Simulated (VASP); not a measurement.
# Sb in VASP: further runs

Sb is run at these levels: PBEsol; tasks: single point.

All numbers are computed with VASP 6.6.1; they aren't measurements. Logs are shortened: lines on timing, memory, paths and dates and some standing lists are left out, and cuts for length are marked.

### 1 The cell of the first run

It takes space group Pm-3m (No. 221, cubic). The conventional cell has a = 3.413 Å, b = 3.413 Å, c = 3.413 Å, α = 90.00°, β = 90.00°, γ = 90.00°. Sb (site symmetry m-3m) has 6 Sb at 3.41 Å within 4.5 Å.

### 2 Single point, PBEsol (strain +0.080 along x and y, +0.080 along z)

File INCAR:

```
PREC = Accurate ; ENCUT = 520
EDIFF = 1E-6 ; ISMEAR = 0
SIGMA = 0.15 ; LREAL = False
LASPH = True ; NELM = 80
ALGO = Normal ; ISIF = 2
LWAVE = False ; LCHARG = True
GGA = PS ; LELF = True
LVHAR = True ; NBANDS = 8
```

File KPOINTS:

```
Automatic mesh
0
Gamma
  16 16 16
```

File POSCAR:

```
Sb
1.0
    3.4128000000      0.0000000000      0.0000000000
    0.0000000000      3.4128000000      0.0000000000
    0.0000000000      0.0000000000      3.4128000000
Sb
1
Direct
    0.0000000000      0.0000000000      0.0000000000
```

Potentials or basis: VASP PAW PBE potentials, release 64 (Sb).

Started as:

```sh
$ cat potpaw_PBE.64/Sb/POTCAR > POTCAR
$ mpirun -np 1 vasp_std > vasp.out
```

OUTCAR:

```text
PREC = Accurate
   ENCUT = 520
   EDIFF = 1E-6
   ISMEAR = 0
   LREAL = False
   LASPH = True
   NELM = 80
   ISIF = 2
   GGA = PS

 ion  position               nearest neighbor table
   1  0.000  0.000  0.000-

  LATTYP: Found a simple cubic cell.
 ALAT       =     3.4128000000

  Lattice vectors:

 A1 = (   3.4128000000,   0.0000000000,   0.0000000000)
 A2 = (   0.0000000000,   3.4128000000,   0.0000000000)
 A3 = (   0.0000000000,   0.0000000000,   3.4128000000)

Analysis of symmetry for initial positions (statically):
=====================================================================
 Subroutine PRICEL returns:
 Original cell was already a primitive cell.

 Routine SETGRP: Setting up the symmetry group for a
 simple cubic supercell.

 Subroutine GETGRP returns: Found 48 space group operations
 (whereof 48 operations were pure point group operations)
 out of a pool of 48 trial point group operations.

The static configuration has the point symmetry O_h .

Analysis of symmetry for dynamics (positions and initial velocities):
=====================================================================
 Subroutine PRICEL returns:
 Original cell was already a primitive cell.

 Routine SETGRP: Setting up the symmetry group for a
 simple cubic supercell.

 Subroutine GETGRP returns: Found 48 space group operations
 (whereof 48 operations were pure point group operations)
 out of a pool of 48 trial point group operations.

The dynamic configuration has the point symmetry O_h .

 Subroutine INISYM returns: Found 48 space group operations
 (whereof 48 operations are pure point group operations),
 and found     1 'primitive' translations

----------------------------------------------------------------------------------------

                                     Primitive cell

  volume of cell :      39.7496

  direct lattice vectors                    reciprocal lattice vectors
     3.412800000  0.000000000  0.000000000     0.293014534  0.000000000  0.000000000
     0.000000000  3.412800000  0.000000000     0.000000000  0.293014534  0.000000000
     0.000000000  0.000000000  3.412800000     0.000000000  0.000000000  0.293014534

  length of vectors
     3.412800000  3.412800000  3.412800000     0.293014534  0.293014534  0.293014534

  position of ions in fractional coordinates (direct lattice)
     0.000000000  0.000000000  0.000000000

  ion indices of the primitive-cell ions
   primitive index   ion index
                 1           1

----------------------------------------------------------------------------------------

 KPOINTS: Automatic mesh

Automatic generation of k-mesh.
 Grid dimensions read from file:
 generate k-points for:   16   16   16

 Generating k-lattice:

  Cartesian coordinates                     Fractional coordinates (reciprocal lattice)
     0.018313408  0.000000000  0.000000000     0.062500000  0.000000000  0.000000000
     0.000000000  0.018313408  0.000000000     0.000000000  0.062500000  0.000000000
     0.000000000  0.000000000  0.018313408     0.000000000  0.000000000  0.062500000

  Length of vectors
     0.018313408  0.018313408  0.018313408

  Shift w.r.t. Gamma in fractional coordinates (k-lattice)
     0.000000000  0.000000000  0.000000000

 Subroutine IBZKPT returns following result:
 ===========================================

 Found    165 irreducible k-points:

 Following reciprocal coordinates:
            Coordinates               Weight
  0.000000  0.000000  0.000000      1.000000
  0.062500  0.000000  0.000000      6.000000
  0.125000  0.000000  0.000000      6.000000
  0.187500  0.000000  0.000000      6.000000
  0.250000  0.000000  0.000000      6.000000
  0.312500  0.000000  0.000000      6.000000
[... 16 lines left out ...]
  0.437500  0.125000  0.000000     24.000000
  0.500000  0.125000  0.000000     12.000000
 [... further k-points ...]
   k-points           NKPTS =    165   k-points in BZ     NKDIM =    165   number of bands    NBANDS=      8
   number of dos      NEDOS =    301   number of ions     NIONS =      1
   total plane-waves  NPLWV =  21952
   dimension x,y,z NGX =    28 NGY =   28 NGZ =   28
   dimension x,y,z NGXF=    56 NGYF=   56 NGZF=   56
   ions per type =               1
   NGX,Y,Z   is equivalent  to a cutoff of  13.64, 13.64, 13.64 a.u.
   NGXF,Y,Z  is equivalent  to a cutoff of  27.28, 27.28, 27.28 a.u.
 SYSTEM =  unknown system
   PREC   = accura    normal or accurate (medium, high low for compatibility)
   ISTART =      0    job   : 0-new  1-cont  2-samecut
   ICHARG =      2    charge: 1-file 2-atom 10-const
   ISPIN  =      1    spin polarized calculation?
   LNONCOLLINEAR =      F non collinear calculations
   LSORBIT =      F    spin-orbit coupling
   LASPH  =      T    aspherical Exc in radial PAW
   ENCUT  =  520.0 eV  38.22 Ry    6.18 a.u.   6.35  6.35  6.35*2*pi/ulx,y,z
   NELM   =     80;   NELMIN=  2; NELMDL= -5     # of ELM steps
   EDIFF  = 0.1E-05   stopping-criterion for ELM
   LREAL  =      F    real-space projection
   EDIFFG = 0.1E-04   stopping-criterion for IOM
   NSW    =      0    number of steps for IOM
   IBRION =     -1    ionic relax: 0-MD 1-quasi-New 2-CG
   NFREE  =      0    steps in history (QN), initial steepest desc. (CG)
   ISIF   =      2    stress and relaxation
   ISYM   =      2    0-nonsym 1-usesym 2-fastsym
   POTIM  = 0.5000    time-step for ionic-motion
   TEBEG  =    0.0;   TEEND  =   0.0 temperature during run
   PSTRESS=    0.0 pullay stress
   NELECT =       5.0000    total number of electrons
   NUPDOWN=      -1.0000    fix difference up-down
   EMIN   =  10.00;   EMAX   =-10.00  energy-range for DOS
   EFERMI =   0.00;   METHOD = LEGACY
   ISMEAR =     0;   SIGMA  =   0.15  broadening in eV -4-tet -1-fermi 0-gaus
   EFERMI_NEDOS =   21; number of points for ismear=-14 and -15
   IALGO  =     38    algorithm
   IMIX   =      4    mixing-type and parameters
     AMIX     =   0.40;   BMIX     =  1.00
     AMIX_MAG =   1.60;   BMIX_MAG =  1.00
  volume/ion in A,a.u.               =      39.75       268.24
  Fermi-wavevector in a.u.,A,eV,Ry     =   0.820265  1.550075  9.154464  0.672834
  Thomas-Fermi vector in A             =   1.931216
   LORBIT       =      0    0 simple, 1 ext, 2 COOP (PROOUT), +10 PAW based schemes
   GGA     = PS    functional components
   LHFCALC =     F    Hartree Fock is set to
   AEXX    =    0.0000 exact exchange contribution
   IVDW    =     0    specifies the selected vdW correction
   LEPSILON=     F    determine dielectric tensor
   LRPA    =     F    only Hartree local field effects (RPA)
 non-spin polarized calculation
 Gauss-broadening in eV      SIGMA  =   0.15
  energy-cutoff  :      520.00
  volume of cell :       39.75
 maximum number of plane-waves:      1108
 NGX is ok and might be reduce to    28
   NGX = 13   NGY = 13   NGZ = 13

 number of electron       4.9999999 magnetization

 Free energy of the ion-electron system (eV)
  ---------------------------------------------------
  ext. energy  EPLUGINS =         0.00000000
  ---------------------------------------------------
  free energy    TOTEN  =        -4.08099135 eV

  energy without entropy =       -4.07145553  energy(sigma->0) =       -4.07622344

 E-fermi :   3.8566     XC(G=0):  -8.5918

 val. band max:        3.8176870079   @ k =   0.1875   0.1250   0.0625
 cond. band min:       3.8693569401   @ k =   0.4375   0.2500   0.0000
 fundamental gap:      0.0516699322
 Fermi energy:         3.8566246679

 k-point     1 :       0.0000    0.0000    0.0000
  band No.  band energies     occupation
      1      -6.7145      2.00000
      2       6.3772      0.00000
      3       6.3772      0.00000
      4       6.3772      0.00000
      5      10.3676      0.00000
      6      10.5405      0.00000
      7      10.5405      0.00000
      8      19.8710      0.00000

 k-point     2 :       0.0625    0.0000    0.0000
  band No.  band energies     occupation
      1      -6.6741      2.00000
      2       5.8642      0.00000
      3       6.4143      0.00000
      4       6.4143      0.00000
      5      10.4606      0.00000
      6      10.5790      0.00000
      7      11.0834      0.00000
      8      19.2743      0.00000

 k-point     3 :       0.1250    0.0000    0.0000
  band No.  band energies     occupation
      1      -6.5544      2.00000
      2       4.7947      0.00000
      3       6.5228      0.00000
      4       6.5228      0.00000
      5      10.6002      0.00000
      6      10.6934      0.00000
      7      12.3748      0.00000
      8      18.2898      0.00000

 k-point     4 :       0.1875    0.0000    0.0000
  band No.  band energies     occupation
      1      -6.3612      2.00000
      2       3.6209      1.97375
      3       6.6943      0.00000
      4       6.6943      0.00000
      5      10.8232      0.00000
      6      10.8808      0.00000
      7      13.8893      0.00000
      8      17.3039      0.00000

 k-point     5 :       0.2500    0.0000    0.0000
  band No.  band energies     occupation
      1      -6.1064      2.00000
      2       2.5014      2.00000
      3       6.9129      0.00000
      4       6.9129      0.00000
      5      11.1346      0.00000
      6      11.1352      0.00000
      7      15.2690      0.00000
      8      16.3929      0.00000
[... 177 lines left out ...]
 k-point    22 :       0.3750    0.1250    0.0000
  band No.  band energies     occupation
      1      -5.3574      2.00000
      2       0.8650      2.00000
      3       5.9062      0.00000
      4       7.5220      0.00000
      5      11.8031      0.00000
      6      12.3245      0.00000
      7      14.0652      0.00000
      8      15.1205      0.00000

 k-point    23 :       0.4375    0.1250    0.0000
  band No.  band energies     occupation
      1      -5.1269      2.00000
      2       0.3257      2.00000
      3       6.1058      0.00000
      4       7.6866      0.00000
      5      11.6086      0.00000
      6      12.5234      0.00000
      7      14.2742      0.00000
      8      14.7175      0.00000

 k-point    24 :       0.5000    0.1250    0.0000
  band No.  band energies     occupation
      1      -5.0372      2.00000
      2       0.1325      2.00000
      3       6.1817      0.00000
      4       7.7476      0.00000
      5      11.4883      0.00000
      6      12.6818      0.00000
      7      14.4872      0.00000
      8      14.5150      0.00000

 [... further k-points ...]
[... 5 lines left out ...]
  --------------------------------------------------------------------------------------
  -------------------------------------------------------------------------------------
  Total       -2.3977991     -2.3977991     -2.3977991      0.0000000      0.0000000     -0.0000000
  in kB      -96.6475545    -96.6475545    -96.6475545      0.0000000      0.0000000     -0.0000000
  external PRESSURE =     -96.6475545 kB  Pullay stress =       0.0000000 kB

 VOLUME and BASIS-vectors are now :
 -----------------------------------------------------------------------------
  energy-cutoff  :      520.00
  volume of cell :       39.75
      direct lattice vectors                 reciprocal lattice vectors
     3.412800000  0.000000000  0.000000000     0.293014534  0.000000000  0.000000000
     0.000000000  3.412800000  0.000000000     0.000000000  0.293014534  0.000000000
     0.000000000  0.000000000  3.412800000     0.000000000  0.000000000  0.293014534

 POSITION                                       TOTAL-FORCE (eV/Angst)
 -----------------------------------------------------------------------------------
      0.00000      0.00000      0.00000         0.000000      0.000000      0.000000
 -----------------------------------------------------------------------------------
    total drift:                                0.000000      0.000000      0.000000

  FREE ENERGIE OF THE ION-ELECTRON SYSTEM (eV)
  ---------------------------------------------------
  free  energy   TOTEN  =        -4.0809913540 eV

  energy  without entropy=       -4.0714555290  energy(sigma->0) =       -4.07622344
```

Run time: 22 s. Hardware: 1 thread of Intel Xeon 6975P-C (Granite Rapids), shared host; peak memory 0.19 GiB.

What came out:

- Free energy: -4.0810 eV
- Pressure: -9.7 GPa

Caveat: the cell differs from its parent crystal (strain +0.080 along x and y, +0.080 along z); the PAW data sets were made with another functional, which shifts forces and pressure a little; spin-orbit coupling is left out, which moves the levels of the heavy elements.

### 3 Single point, PBEsol (strain -0.080 along x and y, -0.040 along z)

File INCAR:

```
SYSTEM = Sb
ALGO = Normal
EDIFF = 1E-7
ENCUT = 520
GGA = PS
ISIF = 2
ISMEAR = 0
LASPH = .TRUE.
LCHARG = .FALSE.
LREAL = .FALSE.
LWAVE = .FALSE.
NBANDS = 8
NELM = 80
PREC = Accurate
SIGMA = 0.15
```

File KPOINTS:

```
k-points
0
G
  16 16 16
  0 0 0
```

File POSCAR:

```
Sb
1.0
    2.9072000000      0.0000000000      0.0000000000
    0.0000000000      2.9072000000      0.0000000000
    0.0000000000      0.0000000000      3.0336000000
Sb
1
Direct
    0.0000000000      0.0000000000      0.0000000000
```

Potentials or basis: VASP PAW PBE potentials, release 64 (Sb).

Started as:

```sh
$ cat potpaw_PBE.64/Sb/POTCAR > POTCAR
$ mpirun -np 1 vasp_std > vasp.out
```

OUTCAR:

```text
SYSTEM = Sb
   EDIFF = 1E-7
   ENCUT = 520
   GGA = PS
   ISIF = 2
   ISMEAR = 0
   LASPH = .TRUE.
   LREAL = .FALSE.
   NELM = 80
   PREC = Accurate

 ion  position               nearest neighbor table
   1  0.000  0.000  0.000-

  LATTYP: Found a simple tetragonal cell.
 ALAT       =     2.9072000000
 C/A-ratio  =     1.0434782609

  Lattice vectors:

 A1 = (   2.9072000000,   0.0000000000,   0.0000000000)
 A2 = (   0.0000000000,   2.9072000000,   0.0000000000)
 A3 = (   0.0000000000,   0.0000000000,   3.0336000000)

Analysis of symmetry for initial positions (statically):
=====================================================================
 Subroutine PRICEL returns:
 Original cell was already a primitive cell.

 Routine SETGRP: Setting up the symmetry group for a
 simple tetragonal supercell.

 Subroutine GETGRP returns: Found 16 space group operations
 (whereof 16 operations were pure point group operations)
 out of a pool of 16 trial point group operations.

The static configuration has the point symmetry D_4h.

Analysis of symmetry for dynamics (positions and initial velocities):
=====================================================================
 Subroutine PRICEL returns:
 Original cell was already a primitive cell.

 Routine SETGRP: Setting up the symmetry group for a
 simple tetragonal supercell.

 Subroutine GETGRP returns: Found 16 space group operations
 (whereof 16 operations were pure point group operations)
 out of a pool of 16 trial point group operations.

The dynamic configuration has the point symmetry D_4h.

 Subroutine INISYM returns: Found 16 space group operations
 (whereof 16 operations are pure point group operations),
 and found     1 'primitive' translations

----------------------------------------------------------------------------------------

                                     Primitive cell

[... 103 lines left out ...]
   ISMEAR =     0;   SIGMA  =   0.15  broadening in eV -4-tet -1-fermi 0-gaus
   EFERMI_NEDOS =   21; number of points for ismear=-14 and -15
   IALGO  =     38    algorithm
   IMIX   =      4    mixing-type and parameters
     AMIX     =   0.40;   BMIX     =  1.00
     AMIX_MAG =   1.60;   BMIX_MAG =  1.00
  volume/ion in A,a.u.               =      25.64       173.02
  Fermi-wavevector in a.u.,A,eV,Ry     =   0.949355  1.794021 12.262598  0.901276
  Thomas-Fermi vector in A             =   2.077630
   LORBIT       =      0    0 simple, 1 ext, 2 COOP (PROOUT), +10 PAW based schemes
   GGA     = PS    functional components
   LHFCALC =     F    Hartree Fock is set to
   AEXX    =    0.0000 exact exchange contribution
   IVDW    =     0    specifies the selected vdW correction
   LEPSILON=     F    determine dielectric tensor
   LRPA    =     F    only Hartree local field effects (RPA)
 non-spin polarized calculation
 Gauss-broadening in eV      SIGMA  =   0.15
  energy-cutoff  :      520.00
  volume of cell :       25.64
 maximum number of plane-waves:       707
 NGX is ok and might be reduce to    24
   NGX = 11   NGY = 11   NGZ = 11

 number of electron       5.0000000 magnetization

 Free energy of the ion-electron system (eV)
  ---------------------------------------------------
  ext. energy  EPLUGINS =         0.00000000
  ---------------------------------------------------
  free energy    TOTEN  =        -4.43335715 eV

  energy without entropy =       -4.42791126  energy(sigma->0) =       -4.43063420

 E-fermi :   9.0342     XC(G=0): -10.4019

 val. band max:        9.0078707717   @ k =   0.3750   0.3750   0.5000
 cond. band min:       9.0480451488   @ k =   0.1875   0.1250   0.1250
 fundamental gap:      0.0401743771
 Fermi energy:         9.0342356234

 k-point     1 :       0.0000    0.0000    0.0000
  band No.  band energies     occupation
      1      -4.6588      2.00000
      2      11.7748      0.00000
      3      13.1310      0.00000
      4      13.1310      0.00000
      5      15.6644      0.00000
      6      16.4829      0.00000
      7      18.3250      0.00000
      8      27.4321      0.00000
[... 243 lines left out ...]
 k-point    24 :       0.5000    0.1250    0.0000
  band No.  band energies     occupation
      1      -1.1340      2.00000
      2       2.5332      2.00000
      3      13.3497      0.00000
      4      14.7858      0.00000
      5      17.3076      0.00000
      6      19.3578      0.00000
      7      19.8460      0.00000
      8      20.4053      0.00000

 [... further k-points ...]
[... 5 lines left out ...]
  --------------------------------------------------------------------------------------
  -------------------------------------------------------------------------------------
  Total        2.0464057      2.0464057      0.5950597      0.0000000      0.0000000      0.0000000
  in kB      127.8775161    127.8775161     37.1845869      0.0000000      0.0000000      0.0000000
  external PRESSURE =      97.6465397 kB  Pullay stress =       0.0000000 kB

 VOLUME and BASIS-vectors are now :
 -----------------------------------------------------------------------------
  energy-cutoff  :      520.00
  volume of cell :       25.64
      direct lattice vectors                 reciprocal lattice vectors
     2.907200000  0.000000000  0.000000000     0.343973583  0.000000000  0.000000000
     0.000000000  2.907200000  0.000000000     0.000000000  0.343973583  0.000000000
     0.000000000  0.000000000  3.033600000     0.000000000  0.000000000  0.329641350

 POSITION                                       TOTAL-FORCE (eV/Angst)
 -----------------------------------------------------------------------------------
      0.00000      0.00000      0.00000         0.000000      0.000000      0.000000
 -----------------------------------------------------------------------------------
    total drift:                               -0.000000      0.000000      0.000000

  FREE ENERGIE OF THE ION-ELECTRON SYSTEM (eV)
  ---------------------------------------------------
  free  energy   TOTEN  =        -4.4333571453 eV

  energy  without entropy=       -4.4279112594  energy(sigma->0) =       -4.43063420
```

Wall time 18 s (1 thread of Intel Xeon 6975P-C (Granite Rapids), shared host); peak memory 0.2 GiB.

Results:

* Free energy: -4.4334 eV
* Pressure: 9.8 GPa

Levels at points of the mesh, in eV from the Fermi level:
```csv
k point,band 1,band 2,band 3,band 4,band 5,band 6,band 7
"(0.00, 0.00, 0.00)",-13.69,2.74,4.10,4.10,6.63,7.45,9.29
"(0.50, 0.00, 0.00)",-10.45,-6.76,5.45,6.87,9.44,10.42,11.18
"(0.50, 0.50, 0.00)",-6.89,-4.17,-4.17,1.61,8.34,13.20,13.20
"(0.00, 0.00, 0.50)",-11.08,-6.66,6.32,6.32,9.54,11.38,11.79
"(0.50, 0.00, 0.50)",-7.60,-4.63,-4.00,1.49,9.27,13.64,14.14
"(0.50, 0.50, 0.50)",-3.54,-2.16,-2.16,-1.46,4.35,4.72,4.72
```

Caveat: the cell differs from its parent crystal (strain -0.080 along x and y, -0.040 along z); the PAW data sets were made with another functional, which shifts forces and pressure a little; spin-orbit coupling is left out, which moves the levels of the heavy elements.

(Continued in part 2 of 2.)
